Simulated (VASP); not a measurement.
# Si31C (a cell with a defect) in VASP: single point with PBE

Aim: the single point of Si31C (a cell with a defect) with PBE.

Everything below comes from runs of VASP 6.6.1. Logs are shortened: lines on timing, memory, paths and dates and some standing lists are left out, and cuts for length are marked.

### Step 1. The cell of the first run

The cell holds a defect, 32 atoms: a = 9.474 Å, b = 9.474 Å, c = 9.474 Å, α = 109.47°, β = 109.47°, γ = 109.47°.

### Step 2. Single point, PBE

INCAR reads:

```
SYSTEM = Si31C
PREC     = Accurate       ! precision mode
ENCUT    = 520            ! plane-wave cutoff, eV
EDIFF    = 1E-7           ! SCF threshold, eV
ISMEAR   = 0              ! smearing method
SIGMA    = 0.02           ! smearing width, eV
LREAL    = Auto         
LASPH    = .True.         ! aspherical terms in the spheres
NELM     = 100            ! most SCF steps
ALGO     = Normal         ! electronic algorithm
ISIF     = 2              ! what is computed and relaxed
LWAVE    = .False.        ! write WAVECAR
LCHARG   = .True.         ! write CHGCAR
GGA      = PE             ! functional
LELF     = .True.         ! ELF
LVHAR    = .True.       
NBANDS   = 86             ! bands
```

KPOINTS reads:

```
Automatic mesh
0
Gamma
  2 2 2
  0.5 0.5 0.5
```

POSCAR reads:

```
Si31C
1.0
   -5.4700936474     -5.4700936474     -5.4700936474
    5.4700936474      5.4700936474     -5.4700936474
    5.4700936474     -5.4700936474      5.4700936474
C Si
1 31
Direct
    0.5000000000      0.7500000000      0.5000000000
    0.5000000000      0.5045362089      0.7429906044
    0.2545362089      0.7500000000      0.7429906044
    0.5000000000      0.2500000000      0.0000000000
    0.2570093956      0.5070093956      0.0115456045
    0.0000000000      0.7500000000      0.0000000000
    0.5000000000     -0.0070093956      0.2545362089
    0.2570093956      0.2615456045      0.2570093956
    0.0115456045      0.5070093956      0.2570093956
    0.7429906044      0.7500000000      0.2545362089
    0.2545362089     -0.0070093956      0.5000000000
    0.0000000000      0.2500000000      0.5000000000
    0.7429906044      0.5045362089      0.5000000000
   -0.0115456045     -0.0045362089      0.7454637911
    0.7454637911      0.2384543955      0.7454637911
    0.7454637911     -0.0045362089     -0.0115456045
    0.5000000000      0.7500000000      0.7146509279
    0.5000000000      0.5028895264     -0.0031673756
    0.2528895264      0.7500000000     -0.0031673756
    0.5000000000      0.2468326244      0.2528895264
    0.2853490721      0.5353490721      0.2853490721
   -0.0031673756      0.7500000000      0.2528895264
    0.5000000000     -0.0353490721      0.5000000000
    0.2528895264      0.2468326244      0.5000000000
   -0.0031673756      0.5028895264      0.5000000000
    0.7146509279      0.7500000000      0.5000000000
    0.2439430980     -0.0028895264      0.7471104736
    1.0031673756      0.2531673756      0.7560569020
    0.7471104736      0.4939430980      0.7471104736
    0.0031673756      0.0060569020      0.0031673756
    0.7560569020      0.2531673756      0.0031673756
    0.7471104736      0.9971104736      0.2439430980
```

Potentials or basis: VASP PAW PBE potentials, release 64 (C, Si).

The run is started by

```sh
cat potpaw_PBE.64/C/POTCAR potpaw_PBE.64/Si/POTCAR > POTCAR
mpirun -np 1 vasp_std > vasp.out
```

OUTCAR:

```text
SYSTEM = Si31C
   PREC = Accurate
   ENCUT = 520
   EDIFF = 1E-7
   ISMEAR = 0
   LREAL = Auto
   LASPH = .True.
   NELM = 100
   ISIF = 2
   GGA = PE

 ion  position               nearest neighbor table
   1  0.500  0.750  0.500-  17 2.03  21 2.03  23 2.03  26 2.03
   2  0.500  0.505  0.743-  29 2.36  24 2.36  18 2.41  17 2.43
   3  0.255  0.750  0.743-  27 2.36  25 2.36  19 2.41  17 2.43
   4  0.500  0.250  0.000-  27 2.41  31 2.41  18 2.41  20 2.41
   5  0.257  0.507  0.012-  18 2.36  19 2.36  28 2.41  21 2.43
   6  0.000  0.750  0.000-  29 2.41  30 2.41  19 2.41  22 2.41
[... 24 lines left out ...]
  31  0.756  0.253  0.003-  16 2.36  15 2.36   4 2.41   9 2.41
  32  0.747  0.997  0.244-   7 2.36  10 2.36  12 2.41  16 2.41

  LATTYP: Found a body centered cubic cell.
 ALAT       =    10.9401872948

  Lattice vectors:

 A1 = (  -5.4700936474,  -5.4700936474,  -5.4700936474)
 A2 = (   5.4700936474,   5.4700936474,  -5.4700936474)
 A3 = (   5.4700936474,  -5.4700936474,   5.4700936474)

Analysis of symmetry for initial positions (statically):
=====================================================================
 Subroutine PRICEL returns:
 Original cell was already a primitive cell.

 Routine SETGRP: Setting up the symmetry group for a
 body centered cubic supercell.

 Subroutine GETGRP returns: Found 24 space group operations
 (whereof  2 operations were pure point group operations)
 out of a pool of 48 trial point group operations.

The static configuration has the point symmetry C_1h.
 The point group associated with its full space group is T_d .

Analysis of symmetry for dynamics (positions and initial velocities):
=====================================================================
 Subroutine PRICEL returns:
 Original cell was already a primitive cell.

 Routine SETGRP: Setting up the symmetry group for a
 body centered cubic supercell.

 Subroutine GETGRP returns: Found 24 space group operations
 (whereof  2 operations were pure point group operations)
 out of a pool of 48 trial point group operations.

The dynamic configuration has the point symmetry C_1h.
 The point group associated with its full space group is T_d .

 Subroutine INISYM returns: Found 24 space group operations
 (whereof  2 operations are pure point group operations),
 and found     1 'primitive' translations

----------------------------------------------------------------------------------------

                                     Primitive cell

  volume of cell :     654.7029

  direct lattice vectors                    reciprocal lattice vectors
    -5.470093647 -5.470093647 -5.470093647     0.000000000 -0.091406113 -0.091406113
     5.470093647  5.470093647 -5.470093647     0.091406113  0.000000000 -0.091406113
     5.470093647 -5.470093647  5.470093647     0.091406113 -0.091406113  0.000000000

  length of vectors
     9.474480119  9.474480119  9.474480119     0.129267765  0.129267765  0.129267765

  position of ions in fractional coordinates (direct lattice)
     0.500000000  0.750000000  0.500000000
     0.500000000  0.504536209  0.742990604
     0.254536209  0.750000000  0.742990604
     0.500000000  0.250000000  0.000000000
     0.257009396  0.507009396  0.011545605
     0.000000000  0.750000000  0.000000000
[... 24 lines left out ...]
     0.756056902  0.253167376  0.003167376
     0.747110474  0.997110474  0.243943098

  ion indices of the primitive-cell ions
   primitive index   ion index
                 1           1
                 2           2
                 3           3
                 4           4
                 5           5
                 6           6
[... 24 lines left out ...]
                31          31
                32          32

----------------------------------------------------------------------------------------

 KPOINTS: Automatic mesh

Automatic generation of k-mesh.
 Grid dimensions read from file:
 generate k-points for:    2    2    2

 Generating k-lattice:

  Cartesian coordinates                     Fractional coordinates (reciprocal lattice)
     0.000000000 -0.045703057 -0.045703057     0.500000000  0.000000000  0.000000000
     0.045703057  0.000000000 -0.045703057     0.000000000  0.500000000  0.000000000
     0.045703057 -0.045703057  0.000000000     0.000000000  0.000000000  0.500000000

  Length of vectors
     0.064633883  0.064633883  0.064633883

  Shift w.r.t. Gamma in fractional coordinates (k-lattice)
     0.500000000  0.500000000  0.500000000

 Subroutine IBZKPT returns following result:
 ===========================================

 Found      2 irreducible k-points:

 Following reciprocal coordinates:
            Coordinates               Weight
  0.250000  0.250000  0.250000      2.000000
 -0.250000  0.250000  0.250000      6.000000
   k-points           NKPTS =      2   k-points in BZ     NKDIM =      2   number of bands    NBANDS=     86
   number of dos      NEDOS =    301   number of ions     NIONS =     32
   total plane-waves  NPLWV = 343000
   dimension x,y,z NGX =    70 NGY =   70 NGZ =   70
   dimension x,y,z NGXF=   140 NGYF=  140 NGZF=  140
   ions per type =               1  31
   NGX,Y,Z   is equivalent  to a cutoff of  12.28, 12.28, 12.28 a.u.
   NGXF,Y,Z  is equivalent  to a cutoff of  24.57, 24.57, 24.57 a.u.
 SYSTEM =  Si31C
   PREC   = accura    normal or accurate (medium, high low for compatibility)
   ISTART =      0    job   : 0-new  1-cont  2-samecut
   ICHARG =      2    charge: 1-file 2-atom 10-const
   ISPIN  =      1    spin polarized calculation?
   LNONCOLLINEAR =      F non collinear calculations
   LSORBIT =      F    spin-orbit coupling
   LASPH  =      T    aspherical Exc in radial PAW
   ENCUT  =  520.0 eV  38.22 Ry    6.18 a.u.  17.62 17.62 17.62*2*pi/ulx,y,z
   NELM   =    100;   NELMIN=  2; NELMDL= -5     # of ELM steps
   EDIFF  = 0.1E-06   stopping-criterion for ELM
   LREAL  =      T    real-space projection
   EDIFFG = 0.1E-05   stopping-criterion for IOM
   NSW    =      0    number of steps for IOM
   IBRION =     -1    ionic relax: 0-MD 1-quasi-New 2-CG
   NFREE  =      0    steps in history (QN), initial steepest desc. (CG)
   ISIF   =      2    stress and relaxation
   ISYM   =      2    0-nonsym 1-usesym 2-fastsym
   POTIM  = 0.5000    time-step for ionic-motion
   TEBEG  =    0.0;   TEEND  =   0.0 temperature during run
   PSTRESS=    0.0 pullay stress
   NELECT =     128.0000    total number of electrons
   NUPDOWN=      -1.0000    fix difference up-down
   EMIN   =  10.00;   EMAX   =-10.00  energy-range for DOS
   EFERMI =   0.00;   METHOD = LEGACY
   ISMEAR =     0;   SIGMA  =   0.02  broadening in eV -4-tet -1-fermi 0-gaus
   EFERMI_NEDOS =   21; number of points for ismear=-14 and -15
   IALGO  =     38    algorithm
   IMIX   =      4    mixing-type and parameters
     AMIX     =   0.40;   BMIX     =  1.00
     AMIX_MAG =   1.60;   BMIX_MAG =  1.00
  volume/ion in A,a.u.               =      20.46       138.07
  Fermi-wavevector in a.u.,A,eV,Ry     =   0.950160  1.795542 12.283394  0.902804
  Thomas-Fermi vector in A             =   2.078511
   LORBIT       =      0    0 simple, 1 ext, 2 COOP (PROOUT), +10 PAW based schemes
   GGA     = PE    functional components
   LHFCALC =     F    Hartree Fock is set to
   AEXX    =    0.0000 exact exchange contribution
   IVDW    =     0    specifies the selected vdW correction
   LEPSILON=     F    determine dielectric tensor
   LRPA    =     F    only Hartree local field effects (RPA)
 non-spin polarized calculation
 Gauss-broadening in eV      SIGMA  =   0.02
  energy-cutoff  :      520.00
  volume of cell :      654.70
 maximum number of plane-waves:     17628
 NGX is ok and might be reduce to    70
   NGX = 35   NGY = 35   NGZ = 35

 number of electron     128.0000000 magnetization

 Free energy of the ion-electron system (eV)
  ---------------------------------------------------
  ext. energy  EPLUGINS =         0.00000000
  ---------------------------------------------------
  free energy    TOTEN  =      -175.74397307 eV

  energy without entropy =     -175.74397307  energy(sigma->0) =     -175.74397307

 E-fermi :   4.9475     XC(G=0):  -9.2886

 val. band max:        4.8546611604   @ k =   0.2500   0.2500   0.2500
 cond. band min:       6.1206706515   @ k =  -0.2500   0.2500   0.2500
 fundamental gap:      1.2660094911
 Fermi energy:         4.9475330286

 k-point     1 :       0.2500    0.2500    0.2500
  band No.  band energies     occupation
      1      -7.1537      2.00000
      2      -5.4281      2.00000
      3      -5.4281      2.00000
      4      -5.4281      2.00000
      5      -4.7684      2.00000
      6      -3.6916      2.00000
[... 68 lines left out ...]
     75       7.1951      0.00000
     76       7.1951      0.00000

 k-point     2 :      -0.2500    0.2500    0.2500
  band No.  band energies     occupation
      1      -7.1641      2.00000
      2      -5.7281      2.00000
      3      -4.9442      2.00000
      4      -4.9442      2.00000
      5      -4.8743      2.00000
      6      -4.5510      2.00000
[... 68 lines left out ...]
     75       7.7637      0.00000
     76       7.9587      0.00000
 [bands above 76 left out]

------------------------ aborting loop because EDIFF is reached ----------------------------------------

  FORCE on cell =-STRESS in cart. coord.  units (eV):
  Direction    XX          YY          ZZ          XY          YZ          ZX
  --------------------------------------------------------------------------------------
  -------------------------------------------------------------------------------------
  Total      -13.7949612    -13.7949612    -13.7949612      0.0000000     -0.0000000      0.0000000
  in kB      -33.7587837    -33.7587837    -33.7587837      0.0000000     -0.0000000      0.0000000
  external PRESSURE =     -33.7587837 kB  Pullay stress =       0.0000000 kB

 VOLUME and BASIS-vectors are now :
 -----------------------------------------------------------------------------
  energy-cutoff  :      520.00
  volume of cell :      654.70
      direct lattice vectors                 reciprocal lattice vectors
    -5.470093647 -5.470093647 -5.470093647     0.000000000 -0.091406113 -0.091406113
     5.470093647  5.470093647 -5.470093647     0.091406113  0.000000000 -0.091406113
     5.470093647 -5.470093647  5.470093647     0.091406113 -0.091406113  0.000000000

 POSITION                                       TOTAL-FORCE (eV/Angst)
 -----------------------------------------------------------------------------------
      4.10257     -1.36752     -4.10257         0.000000      0.000000     -0.000000
      4.08904     -4.03941     -1.43068         0.013938     -0.008028      0.008028
      6.77446     -1.35399     -1.43068         0.008028     -0.013938      0.008028
     -1.36752     -1.36752     -4.10257         0.000000      0.000000     -0.000000
      1.43068      1.30437     -4.11610        -0.008028      0.008028      0.013938
      4.10257      4.10257     -4.10257         0.000000      0.000000     -0.000000
[... 24 lines left out ...]
     -2.73353     -2.76818     -5.50323        -0.000920     -0.002891     -0.002891
      2.70192      0.03313     -8.20666        -0.002891      0.002891      0.000920
 -----------------------------------------------------------------------------------
    total drift:                               -0.000001      0.000001      0.000001

  FREE ENERGIE OF THE ION-ELECTRON SYSTEM (eV)
  ---------------------------------------------------
  free  energy   TOTEN  =      -175.7439730692 eV

  energy  without entropy=     -175.7439730692  energy(sigma->0) =     -175.74397307
```

Run time: 7.5 min. Hardware: 1 thread of Intel Xeon 8259CL, shared host; peak memory 0.72 GiB.

What came out:

```
Free energy            : -175.7440 eV
Pressure               : -3.4 GPa
Largest force          : 0.018 eV/Å
Band gap on the k mesh : 1.27 eV
```

Forces on the atoms (eV/Å):
```
C    0.000  0.000  0.000
Si   0.014 -0.008  0.008
Si   0.008 -0.014  0.008
Si   0.000  0.000  0.000
Si  -0.008  0.008  0.014
Si   0.000  0.000  0.000
Si   0.014  0.008 -0.008
Si  -0.008  0.014  0.008
Si  -0.014  0.008  0.008
Si  -0.008 -0.014 -0.008
Si   0.008  0.008 -0.014
Si   0.000  0.000  0.000
Si  -0.008 -0.008 -0.014
Si  -0.014 -0.008 -0.008
Si   0.008  0.014 -0.008
Si   0.008 -0.008  0.014
Si  -0.002  0.002 -0.002
Si   0.001  0.003 -0.003
Si  -0.003 -0.001 -0.003
Si   0.001 -0.003  0.003
Si   0.002 -0.002 -0.002
Si   0.003 -0.001  0.003
Si  -0.002 -0.002  0.002
Si  -0.003 -0.003 -0.001
Si   0.003  0.003 -0.001
Si   0.002  0.002  0.002
Si  -0.001  0.003  0.003
Si   0.003 -0.003  0.001
Si  -0.003  0.001  0.003
Si   0.003  0.001 -0.003
Si  -0.001 -0.003 -0.003
Si  -0.003  0.003  0.001
```
